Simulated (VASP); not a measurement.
Crystal: Hf.

```xyz
1
Lattice="-1.7682 1.7682 1.7682 1.7682 -1.7682 1.7682 1.7682 1.7682 -1.7682" Properties=species:S:1:pos:R:3 pbc="T T T"
Hf    0.0000    0.0000    0.0000
```

This cell differs from its parent crystal: volume scaled by 0.94.

Program: VASP 6.6.1. Alike in all runs: task single point; no spin polarisation; cell as given; cutoff (eV) 520; smearing fermi-dirac 0.05 eV.

Problem. Order these runs on this cell by their pressure, lowest first.
A. level r2SCAN; potentials or basis VASP PAW PBE potentials, release 64 (Hf_pv); k mesh 10 × 10 × 10
B. level LDA; potentials or basis VASP PAW LDA potentials, release 64 (Hf_pv); k mesh 10 × 10 × 10
C. level r2SCANh; potentials or basis VASP PAW PBE potentials, release 64 (Hf_pv); k mesh 5 × 5 × 5; grid for exact exchange (PRECFOCK) Normal
D. level PBEsol; potentials or basis VASP PAW PBE potentials, release 64 (Hf_pv); k mesh 10 × 10 × 10

Solution. B (-7.8 GPa), D (-4.0 GPa), C (-2.1 GPa), A (-0.1 GPa).

Caveats: some runs use coarse meshes; the PAW data sets were made with another functional, which shifts forces and pressure a little (some runs).
